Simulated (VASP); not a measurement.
A run of VASP 6.6.1:

File INCAR:

```
SYSTEM = Al2Cu
PREC = Accurate
ENCUT = 520
EDIFF = 1E-7
ISMEAR = 0
SIGMA = 0.15
LREAL = .False.
LASPH = .True.
NELM = 80
ALGO = Fast
ISIF = 2
LWAVE = .False.
LCHARG = .False.
GGA = CA
NBANDS = 16
```

File KPOINTS:

```
Automatic mesh
0
Gamma
  14 14 14
  0 0 0
```

File POSCAR:

```
Al2Cu
1.0
   -1.9244825587      1.9244825587      2.8351068677
    1.9244825587     -1.9244825587      2.8351068677
    2.0848561053      2.0848561053     -2.8351068677
Al Cu
2 1
Direct
    0.7500000000      0.2500000000      0.5000000000
    0.2500000000      0.7500000000      0.5000000000
    0.5000000000      0.5000000000      0.0000000000
```

Potentials or basis: VASP PAW LDA potentials, release 64 (Al, Cu).

Run with:

```console
$ cat potpaw_LDA.64/Al/POTCAR potpaw_LDA.64/Cu/POTCAR > POTCAR
$ mpirun -np 1 vasp_std > vasp.out
```

Hardware: 1 thread of Intel(R) Xeon(R) Platinum 8488C (Sapphire Rapids), with other jobs on the host.

Task: How long does it take, and how much memory?

Result: Wall time 6.1 min on 1 thread of Intel(R) Xeon(R) Platinum 8488C (Sapphire Rapids), with other jobs on the host, peak memory 0.39 GiB. Counts: scf iterations 19, k points 428.
